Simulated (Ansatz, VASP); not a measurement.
One calculation of HfO2, two programs

The input INCAR:

```
ALGO = Normal
EDIFF = 1E-6
ENCUT = 600
GGA = PE
GGA_COMPAT = F
ISIF = 2
ISMEAR = -1
LASPH = T
LCHARG = T
LELF = T
LREAL = F
LVHAR = T
LWAVE = F
NBANDS = 106
NELM = 120
PREC = Accurate
SIGMA = 0.01
```

Contents of KPOINTS:

```
k-points
0
Gamma
  1 1 1
```

Contents of POSCAR:

```
HfO2
1.0
   -0.8929106200      5.2124939800      5.2775973300
    4.2687115500      0.0000000000      5.2725637200
    5.1616221700      5.2124939800     -0.0050336100
Hf O
8 16
Direct
    0.4447262676      0.2643609781      0.0120935244
    0.9447262676      0.7643609781      0.5120935244
    0.0106948068      0.7795429351      0.9446900642
    0.5106948068      0.2795429351      0.4446900642
    0.0552737324      0.2356390219      0.4879064756
    0.5552737324      0.7356390219      0.9879064756
    0.4893051932      0.7204570649      0.5553099358
    0.9893051932      0.2204570649      0.0553099358
    0.1333033609      0.8422042776      0.6075871189
    0.6333033609      0.3422042776      0.1075871189
    0.1081704942      0.4172070208      0.1333166827
    0.6081704942      0.9172070208      0.6333166827
    0.3666966391      0.6577957224      0.8924128811
    0.8666966391      0.1577957224      0.3924128811
    0.3918295058      0.0827929792      0.3666833173
    0.8918295058      0.5827929792      0.8666833173
    0.3018492793      0.0292486146      0.0456276563
    0.8018492793      0.5292486146      0.5456276563
    0.0483935652      0.1204051582      0.8020038399
    0.5483935652      0.6204051582      0.3020038399
    0.1981507207      0.4707513854      0.4543723437
    0.6981507207      0.9707513854      0.9543723437
    0.4516064348      0.3795948418      0.6979961601
    0.9516064348      0.8795948418      0.1979961601
```

Input for Ansatz:

```yaml
crystal:
  lattice:
    - [-0.89291062, 5.21249398, 5.27759733]
    - [4.26871155, 0.0, 5.27256372]
    - [5.16162217, 5.21249398, -0.00503361]
  atoms:
    - { symbol: Hf, position: [0.4447262675541, 0.2643609780867, 0.01209352442559] }
    - { symbol: Hf, position: [0.9447262675541, 0.7643609780867, 0.5120935244256] }
    - { symbol: Hf, position: [0.01069480676847, 0.7795429351496, 0.9446900641991] }
    - { symbol: Hf, position: [0.5106948067685, 0.2795429351496, 0.4446900641991] }
    - { symbol: Hf, position: [0.05527373244592, 0.2356390219133, 0.4879064755744] }
    - { symbol: Hf, position: [0.5552737324459, 0.7356390219133, 0.9879064755744] }
    - { symbol: Hf, position: [0.4893051932315, 0.7204570648504, 0.5553099358009] }
    - { symbol: Hf, position: [0.9893051932315, 0.2204570648504, 0.05530993580092] }
    - { symbol: O, position: [0.1333033609237, 0.8422042775885, 0.6075871188836] }
    - { symbol: O, position: [0.6333033609237, 0.3422042775885, 0.1075871188836] }
    - { symbol: O, position: [0.1081704941949, 0.4172070208285, 0.1333166827299] }
    - { symbol: O, position: [0.6081704941949, 0.9172070208285, 0.6333166827299] }
    - { symbol: O, position: [0.3666966390763, 0.6577957224115, 0.8924128811164] }
    - { symbol: O, position: [0.8666966390763, 0.1577957224115, 0.3924128811164] }
    - { symbol: O, position: [0.3918295058051, 0.08279297917155, 0.3666833172701] }
    - { symbol: O, position: [0.8918295058051, 0.5827929791716, 0.8666833172701] }
    - { symbol: O, position: [0.3018492792853, 0.02924861463947, 0.04562765629711] }
    - { symbol: O, position: [0.8018492792853, 0.5292486146395, 0.5456276562971] }
    - { symbol: O, position: [0.04839356518327, 0.1204051581526, 0.8020038398622] }
    - { symbol: O, position: [0.5483935651833, 0.6204051581526, 0.3020038398622] }
    - { symbol: O, position: [0.1981507207147, 0.4707513853605, 0.4543723437029] }
    - { symbol: O, position: [0.6981507207147, 0.9707513853605, 0.9543723437029] }
    - { symbol: O, position: [0.4516064348167, 0.3795948418474, 0.6979961601378] }
    - { symbol: O, position: [0.9516064348167, 0.8795948418474, 0.1979961601378] }
basis:
  ecutwfc: 420.0
  ecutrho_ratio: 4
  xc_grid: 2
  fft_grid_basis: typed
  precision: f64
kpoints:
  mp_grid: { grid: [1, 1, 1] }
hamiltonian:
  pseudopotentials: { kind: paw, azcp: { folder: soft_1 } }
scf:
  max_iter: 60
  self_checks: high
  occupations: { method: fermi_dirac, width: 0.01 }
output:
  forces: true
checkpoint:
  write: "../host.s2.run"
  compress: false
  write_wavefunctions: true
  write_every: 100000
```

Alike in both runs: task single point; functional PBE; k mesh 1 × 1 × 1; occupations fermi-dirac, width 0.01 eV; no spin polarisation.

|  | VASP | Ansatz |
| --- | --- | --- |
| version | VASP 6.6.1 | Ansatz 0.2.0 |
| potentials or method | VASP PAW PBE potentials, release 64 (Hf_pv, O), cutoff 600 eV | plane-wave PAW DFT |
| valence electrons in the cell | 176 | 304 |

|  | VASP | Ansatz | Ansatz less VASP |
| --- | --- | --- | --- |
| gap on the k mesh at the Fermi level (eV) | 4.36 | 4.41 | +0.046 |
| rms of the force components (eV/Å) | 0.111 | 0.112 | +0.0015 |

Atom by atom the forces differ by 0.035 eV/Å (rms over components). VASP's potentials hold 176 valence electrons a cell and Ansatz's 304, so a difference there can come from the potentials and not from the codes.

The k mesh is coarse, so the values compare programs but aren't converged. Neither program's run includes spin-orbit coupling.
